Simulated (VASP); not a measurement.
A run of VASP 6.6.1:

INCAR

```
SYSTEM = MgAu
ALGO = Normal
EDIFF = 1E-8
ENCUT = 520
ISIF = 2
ISMEAR = -1
LASPH = .TRUE.
LCHARG = .FALSE.
LEFG = .TRUE.
LREAL = .FALSE.
LWAVE = .FALSE.
NBANDS = 14
NELM = 80
PREC = Accurate
SIGMA = 0.05
```

KPOINTS

```
k-points
0
G
  13 13 13
  0 0 0
```

POSCAR

```
MgAu
1.0
    3.3018864970      0.0000000000      0.0000000000
    0.0000000000      3.3018864970      0.0000000000
    0.0000000000      0.0000000000      3.3018864970
Mg Au
1 1
Direct
    0.5000000000      0.5000000000      0.5000000000
    0.0000000000      0.0000000000      0.0000000000
```

Potentials or basis: VASP PAW LDA potentials, release 64 (Mg, Au).

The run is started by

```bash
$ cat potpaw_LDA.64/Mg/POTCAR potpaw_LDA.64/Au/POTCAR > POTCAR
$ mpirun -np 1 vasp_std > vasp.out
```

Hardware: 1 thread of Intel(R) Xeon(R) Platinum 8375C CPU @ 2.90GHz (Ice Lake), with other jobs on the host.

Problem. How long does it take, and how much memory?

Solution. Wall time 39 s on 1 thread of Intel(R) Xeon(R) Platinum 8375C CPU @ 2.90GHz (Ice Lake) (shared host), peak memory 0.18 GiB. Counts: scf iterations 13, k points 84.
